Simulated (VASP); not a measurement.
# PbSe (Fm-3m) in VASP: single point with r2SCAN

Aim: the single point of PbSe with r2SCAN.

Program: VASP 6.6.1. These are calculated values, not measurements. Logs are shortened: lines on timing, memory, paths and dates and some standing lists are left out, and cuts for length are marked.

**1. The cell of the first run**

Symmetry: Fm-3m, No. 225, cubic system. The conventional cell has a = 6.124 Å, b = 6.124 Å, c = 6.124 Å, α = 90.00°, β = 90.00°, γ = 90.00°. Within 4.0 Å of Pb (site symmetry m-3m) lie 6 Se at 3.06 Å. Within 4.0 Å of Se (site symmetry m-3m) lie 6 Pb at 3.06 Å.

**2. Single point, r2SCAN, non-collinear spin, zero start, spin-orbit coupling**

Contents of POSCAR:

```
PbSe
1.0
    0.0000000000      3.0620000000      3.0620000000
    3.0620000000      0.0000000000      3.0620000000
    3.0620000000      3.0620000000      0.0000000000
Pb Se
1 1
Direct
    0.0000000000      0.0000000000      0.0000000000
    0.5000000000      0.5000000000      0.5000000000
```

Contents of INCAR.step1:

```
SYSTEM = PbSe
ALGO     = Normal         ! electronic algorithm
EDIFF    = 1E-4           ! SCF threshold, eV
ENCUT    = 520            ! plane-wave cutoff, eV
GGA      = PE             ! functional
GGA_COMPAT= .False.      
ISMEAR   = 0              ! smearing method
LASPH    = .True.         ! aspherical terms in the spheres
LCHARG   = .False.        ! write CHGCAR
LREAL    = .False.        ! projectors in reciprocal space
LSORBIT  = .True.         ! spin-orbit coupling
LWAVE    = .True.         ! write WAVECAR
MAGMOM   = 0 0 0 0 0 0    ! initial moments
NBANDS   = 32             ! bands
NELM     = 150            ! most SCF steps
PREC     = Accurate       ! precision mode
SIGMA    = 0.03           ! smearing width, eV
```

Contents of INCAR.step2:

```
SYSTEM = PbSe
ALGO     = Normal         ! electronic algorithm
EDIFF    = 1E-6           ! SCF threshold, eV
ENCUT    = 520            ! plane-wave cutoff, eV
GGA_COMPAT= .False.      
ISIF     = 2              ! what is computed and relaxed
ISMEAR   = 0              ! smearing method
ISTART   = 1            
LASPH    = .True.         ! aspherical terms in the spheres
LCHARG   = .True.         ! write CHGCAR
LMIXTAU  = .True.       
LORBIT   = 11             ! projections on sites
LORBMOM  = .True.       
LREAL    = .False.        ! projectors in reciprocal space
LSORBIT  = .True.         ! spin-orbit coupling
LVHAR    = .True.       
LWAVE    = .False.        ! write WAVECAR
MAGMOM   = 0 0 0 0 0 0    ! initial moments
METAGGA  = R2SCAN         ! meta-GGA
NBANDS   = 32             ! bands
NELM     = 150            ! most SCF steps
PREC     = Accurate       ! precision mode
SIGMA    = 0.03           ! smearing width, eV
```

Contents of KPOINTS:

```
k-points
0
Gamma
  10 10 10
  0 0 0
```

Potentials or basis: VASP PAW PBE potentials, release 64 (Pb_d, Se).

The run is started by

```
cat potpaw_PBE.64/Pb_d/POTCAR potpaw_PBE.64/Se/POTCAR > POTCAR
cp INCAR.step1 INCAR
mpirun -np 1 vasp_ncl > vasp.out
cp INCAR.step2 INCAR
mpirun -np 1 vasp_ncl > vasp.out
```

OUTCAR:

```text
SYSTEM = PbSe
   EDIFF = 1E-6
   ENCUT = 520
   ISIF = 2
   ISMEAR = 0
   ISTART = 1
   LASPH = .True.
   LORBIT = 11
   LREAL = .False.
   LSORBIT = .True.
   METAGGA = R2SCAN
   NELM = 150
   PREC = Accurate

 ion  position               nearest neighbor table
   1  0.000  0.000  0.000-   2 3.06   2 3.06   2 3.06   2 3.06   2 3.06   2 3.06
   2  0.500  0.500  0.500-   1 3.06   1 3.06   1 3.06   1 3.06   1 3.06   1 3.06

  LATTYP: Found a face centered cubic cell.
 ALAT       =     6.1240000000

  Lattice vectors:

 A1 = (   0.0000000000,   3.0620000000,   3.0620000000)
 A2 = (   3.0620000000,   0.0000000000,   3.0620000000)
 A3 = (   3.0620000000,   3.0620000000,   0.0000000000)

Analysis of symmetry for initial positions (statically):
=====================================================================
 Subroutine PRICEL returns:
 Original cell was already a primitive cell.

 Routine SETGRP: Setting up the symmetry group for a
 face centered cubic supercell.

 Subroutine GETGRP returns: Found 48 space group operations
 (whereof 48 operations were pure point group operations)
 out of a pool of 48 trial point group operations.

The static configuration has the point symmetry O_h .

Analysis of symmetry for dynamics (positions and initial velocities):
=====================================================================
 Subroutine PRICEL returns:
 Original cell was already a primitive cell.

 Routine SETGRP: Setting up the symmetry group for a
 face centered cubic supercell.

 Subroutine GETGRP returns: Found 48 space group operations
 (whereof 48 operations were pure point group operations)
 out of a pool of 48 trial point group operations.

The dynamic configuration has the point symmetry O_h .

Analysis of structural, dynamic, and magnetic symmetry:
=====================================================================
 Subroutine PRICEL returns:
 Original cell was already a primitive cell.

 Routine SETGRP: Setting up the symmetry group for a
 face centered cubic supercell.

 Subroutine GETGRP returns: Found 48 space group operations
 (whereof 48 operations were pure point group operations)
 out of a pool of 48 trial point group operations.

The overall configuration has the point symmetry O_h .

 Subroutine INISYM returns: Found 48 space group operations
 (whereof 48 operations are pure point group operations),
 and found     1 'primitive' translations

----------------------------------------------------------------------------------------

                                     Primitive cell

  volume of cell :      57.4177

  direct lattice vectors                    reciprocal lattice vectors
     0.000000000  3.062000000  3.062000000    -0.163291966  0.163291966  0.163291966
     3.062000000  0.000000000  3.062000000     0.163291966 -0.163291966  0.163291966
     3.062000000  3.062000000  0.000000000     0.163291966  0.163291966 -0.163291966

  length of vectors
     4.330321928  4.330321928  4.330321928     0.282829982  0.282829982  0.282829982

  position of ions in fractional coordinates (direct lattice)
     0.000000000  0.000000000  0.000000000
     0.500000000  0.500000000  0.500000000

  ion indices of the primitive-cell ions
   primitive index   ion index
                 1           1
                 2           2

----------------------------------------------------------------------------------------

 KPOINTS: k-points

Automatic generation of k-mesh.
 Grid dimensions read from file:
 generate k-points for:   10   10   10

 Generating k-lattice:

  Cartesian coordinates                     Fractional coordinates (reciprocal lattice)
    -0.016329197  0.016329197  0.016329197     0.100000000  0.000000000  0.000000000
     0.016329197 -0.016329197  0.016329197     0.000000000  0.100000000  0.000000000
     0.016329197  0.016329197 -0.016329197     0.000000000  0.000000000  0.100000000

[... 89 lines left out ...]
  volume of cell :       57.42
 maximum number of plane-waves:      3144
   NGX = 17   NGY = 17   NGZ = 17

 number of electron      20.0000000 magnetization      -0.0000000     -0.0000000     -0.0000000

 number of electron      20.0000000 magnetization       0.0000000     -0.0000000      0.0000000

 number of electron      20.0000000 magnetization      -0.0000000      0.0000000     -0.0000000

 Free energy of the ion-electron system (eV)
  ---------------------------------------------------
  ext. energy  EPLUGINS =         0.00000000
  ---------------------------------------------------
  free energy    TOTEN  =       -72.32984857 eV

  energy without entropy =      -72.32984841  energy(sigma->0) =      -72.32984849

 E-fermi :   4.9758     XC(G=0): -10.0622

 val. band max:        4.8979375715   @ k =   0.5000   0.0000   0.0000
 cond. band min:       5.0535812661   @ k =   0.5000   0.0000   0.0000
 fundamental gap:      0.1556436946
 Fermi energy:         4.9757593001

 k-point     1 :       0.0000    0.0000    0.0000
  band No.  band energies     occupation
      1     -14.0371      1.00000
      2     -14.0371      1.00000
      3     -14.0370      1.00000
      4     -14.0370      1.00000
      5     -11.4719      1.00000
      6     -11.4719      1.00000
[... 829 lines left out ...]
     31      16.1999      0.00000
     32      16.1999      0.00000

 [... further k-points ...]
[... 5 lines left out ...]
  --------------------------------------------------------------------------------------
  -------------------------------------------------------------------------------------
  Total        0.4377420      0.4377420      0.4377420      0.0000000      0.0000000      0.0000000
  in kB       12.2147121     12.2147121     12.2147121      0.0000000      0.0000000      0.0000000
  external PRESSURE =      12.2147121 kB  Pullay stress =       0.0000000 kB

 VOLUME and BASIS-vectors are now :
 -----------------------------------------------------------------------------
  energy-cutoff  :      520.00
  volume of cell :       57.42
      direct lattice vectors                 reciprocal lattice vectors
     0.000000000  3.062000000  3.062000000    -0.163291966  0.163291966  0.163291966
     3.062000000  0.000000000  3.062000000     0.163291966 -0.163291966  0.163291966
     3.062000000  3.062000000  0.000000000     0.163291966  0.163291966 -0.163291966

 POSITION                                       TOTAL-FORCE (eV/Angst)
 -----------------------------------------------------------------------------------
      0.00000      0.00000      0.00000         0.000000      0.000000     -0.000000
      3.06200      3.06200      3.06200         0.000000      0.000000      0.000000
 -----------------------------------------------------------------------------------
    total drift:                                0.000000     -0.000000     -0.000000

  FREE ENERGIE OF THE ION-ELECTRON SYSTEM (eV)
  ---------------------------------------------------
  free  energy   TOTEN  =       -72.3298485741 eV

  energy  without entropy=      -72.3298484122  energy(sigma->0) =      -72.32984849

 orbital moment (x)

 # of ion     p       d       tot
 ----------------------------------------
  1         0.000   0.000   0.000
  2         0.000  -0.000  -0.000
 ----------------------------------------
            0.000   0.000   0.000

 orbital moment (y)

 # of ion     p       d       tot
 ----------------------------------------
  1        -0.000   0.000   0.000
  2         0.000  -0.000  -0.000
 ----------------------------------------
           -0.000   0.000   0.000

 orbital moment (z)

 # of ion     p       d       tot
 ----------------------------------------
  1         0.000   0.000   0.000
  2         0.000   0.000   0.000
 ----------------------------------------
            0.000   0.000   0.000

 Spin-Orbit-Coupling matrix elements

 Ion:    1  E_soc:     -0.7862807
 l=   1
     0.0000000    -0.0662223    -0.0662223
    -0.0662223     0.0000000    -0.0662223
    -0.0662223    -0.0662223     0.0000000
 l=   2
     0.0000000    -0.0130198     0.0000000    -0.0130198    -0.0518047
    -0.0130198     0.0000000    -0.0388535    -0.0130198    -0.0129512
     0.0000000    -0.0388535     0.0000000    -0.0388535     0.0000000
    -0.0130198    -0.0130198    -0.0388535     0.0000000    -0.0129512
    -0.0518047    -0.0129512     0.0000000    -0.0129512     0.0000000
 l=   3
     0.0000000     0.0000000     0.0000000     0.0000000     0.0000000     0.0000000     0.0000000
     0.0000000     0.0000000     0.0000000     0.0000000     0.0000000     0.0000000     0.0000000
     0.0000000     0.0000000     0.0000000     0.0000000     0.0000000     0.0000000     0.0000000
     0.0000000     0.0000000     0.0000000     0.0000000     0.0000000     0.0000000     0.0000000
     0.0000000     0.0000000     0.0000000     0.0000000     0.0000000     0.0000000     0.0000000
     0.0000000     0.0000000     0.0000000     0.0000000     0.0000000     0.0000000     0.0000000
     0.0000000     0.0000000     0.0000000     0.0000000     0.0000000     0.0000000     0.0000000

 Ion:    2  E_soc:     -0.0460652
 l=   1
     0.0000000    -0.0076914    -0.0076914
    -0.0076914     0.0000000    -0.0076914
    -0.0076914    -0.0076914     0.0000000
 l=   2
     0.0000000    -0.0000016     0.0000000    -0.0000016     0.0000155
    -0.0000016     0.0000000     0.0000116    -0.0000016     0.0000039
     0.0000000     0.0000116     0.0000000     0.0000116     0.0000000
    -0.0000016    -0.0000016     0.0000116     0.0000000     0.0000039
     0.0000155     0.0000039     0.0000000     0.0000039     0.0000000
 l=   3
     0.0000000     0.0000000     0.0000000     0.0000000     0.0000000     0.0000000     0.0000000
     0.0000000     0.0000000     0.0000000     0.0000000     0.0000000     0.0000000     0.0000000
     0.0000000     0.0000000     0.0000000     0.0000000     0.0000000     0.0000000     0.0000000
     0.0000000     0.0000000     0.0000000     0.0000000     0.0000000     0.0000000     0.0000000
     0.0000000     0.0000000     0.0000000     0.0000000     0.0000000     0.0000000     0.0000000
     0.0000000     0.0000000     0.0000000     0.0000000     0.0000000     0.0000000     0.0000000
     0.0000000     0.0000000     0.0000000     0.0000000     0.0000000     0.0000000     0.0000000

 total charge

# of ion       s       p       d       tot
------------------------------------------
    1        1.468   0.536   9.836  11.841
    2        1.464   2.381   0.018   3.863
--------------------------------------------------
tot          2.933   2.918   9.853  15.703

 magnetization (x)

# of ion       s       p       d       tot
------------------------------------------
    1        0.000   0.000   0.000   0.000
    2        0.000   0.000   0.000   0.000
--------------------------------------------------
tot          0.000   0.000   0.000   0.000

 magnetization (y)

# of ion       s       p       d       tot
------------------------------------------
    1        0.000   0.000  -0.000  -0.000
    2       -0.000   0.000   0.000  -0.000
--------------------------------------------------
tot         -0.000   0.000  -0.000  -0.000

 magnetization (z)

# of ion       s       p       d       tot
------------------------------------------
    1        0.000   0.000   0.000   0.000
    2       -0.000   0.000  -0.000  -0.000
--------------------------------------------------
tot         -0.000   0.000   0.000   0.000
```

It took 35 min on 1 thread of AMD EPYC 7R13, shared host; peak memory 0.42 GiB.

Results:

| Quantity | Value |
| --- | --- |
| Free energy | -72.3298 eV |
| Pressure | 1.2 GPa |
| Net moment | 0.00 μB per cell |
| Valence electrons inside the program's atomic spheres | Pb 11.84; Se 3.86 |

Moments on the atoms (μB; x, y, z):
```
Pb  0.00 0.00 0.00
Se  0.00 0.00 0.00
```

Caveat: the PAW data sets were made with another functional, which shifts forces and pressure a little.
